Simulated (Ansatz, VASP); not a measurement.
## Two plane-wave programs on HfPt2

INCAR

```
ALGO = Normal ; EDIFF = 1E-6
EDIFFG = -0.01 ; ENCUT = 600
GGA = PE ; IBRION = 2
ISIF = 3 ; ISMEAR = 0
LASPH = True ; LCHARG = False
LREAL = False ; LWAVE = False
NELM = 80 ; NSW = 100
PREC = Accurate ; SIGMA = 0.1
```

File KPOINTS:

```
k-points
0
Gamma
  12 12 12
```

POSCAR

```
HfPt2
1.0
    0.0000000000      3.1320836983      3.1320836983
    3.1320836983      0.0000000000      3.1320836983
    3.1320836983      3.1320836983      0.0000000000
Hf Pt
1 2
Direct
    0.0000000000      0.0000000000      0.0000000000
    0.2500000000      0.2500000000      0.2500000000
    0.7500000000      0.7500000000      0.7500000000
```

Input for Ansatz:

```yaml
crystal:
  lattice:
    - [0.0, 3.1320836983, 3.1320836983]
    - [3.1320836983, 0.0, 3.1320836983]
    - [3.1320836983, 3.1320836983, 0.0]
  atoms:
    - { symbol: Hf, position: [0.0, 0.0, 0.0] }
    - { symbol: Pt, position: [0.25, 0.25, 0.25] }
    - { symbol: Pt, position: [0.75, 0.75, 0.75] }
basis:
  ecutwfc: 420
kpoints:
  mp_grid: { grid: [12, 12, 12] }
hamiltonian:
  xc: pbe
scf:
  occupations: { method: gaussian, width: 0.1 }
output:
  forces: true
  stress: true
  eigenvalues: true
relax:
  adjacent_minimum: "off"
  f_tol: 0.01
  max_steps: 80
  cell: { stress_tol: 0.05 }
```

Alike in both runs: task relaxation of cell and atoms; functional PBE; k mesh 12 × 12 × 12; occupations gaussian, width 0.1 eV; no spin polarisation.

|  | VASP | Ansatz |
| --- | --- | --- |
| version | VASP 6.6.1 | Ansatz 0.2.0 |
| potentials or method | VASP PAW PBE potentials, release 64 (Hf_pv, Pt), cutoff 600 eV | scalar-relativistic, plane waves, PAW |
| valence electrons in the cell | 30 | 62 |

```tsv
	VASP	Ansatz	Ansatz less VASP
gap on the k mesh at the Fermi level, each at its own relaxed structure (eV)	none	none	-
relaxed volume (Å³/atom)	20.29	20.42	+0.132
relaxed cell length with the largest relative difference (Å)	4.415	4.425	+0.0096
```

A gap of «none» marks a metal or a gap that the smearing closes. VASP's potentials hold 30 valence electrons a cell and Ansatz's 62, so a difference there can come from the potentials and not from the codes.

Spin-orbit coupling is off throughout.
